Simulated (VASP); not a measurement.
A run of VASP 6.6.1 is set up as follows.

File INCAR:

```
ALGO = Normal
EDIFF = 1E-6
ENCUT = 520
GGA = PE
ISIF = 2
ISMEAR = -1
LASPH = True
LCHARG = False
LREAL = False
LWAVE = False
NBANDS = 16
NELM = 100
PREC = Accurate
SIGMA = 0.02
```

The input KPOINTS:

```
k-points
0
Gamma
  8 8 8
```

POSCAR

```
InP
1.0
    0.0000000000      2.7675098747      2.7675098747
    2.7675098747      0.0000000000      2.7675098747
    2.7675098747      2.7675098747      0.0000000000
In P
1 1
Direct
    0.0000000000      0.0000000000      0.0000000000
    0.5000000000      0.5000000000      0.5000000000
```

Potentials or basis: VASP PAW PBE potentials, release 64 (In_d, P).

The run is started by

```sh
$ cat potpaw_PBE.64/In_d/POTCAR potpaw_PBE.64/P/POTCAR > POTCAR
$ mpirun -np 1 vasp_std > vasp.out
```

Q: Estimate the band gap on the k mesh.

A: Zero (band 9 reaches 7.36 eV, above the bottom of band 10 at 4.73 eV).

Q: Predict the pressure.

A: 0.0 GPa.

Caveat: spin-orbit coupling is left out, which moves the levels of the heavy elements.
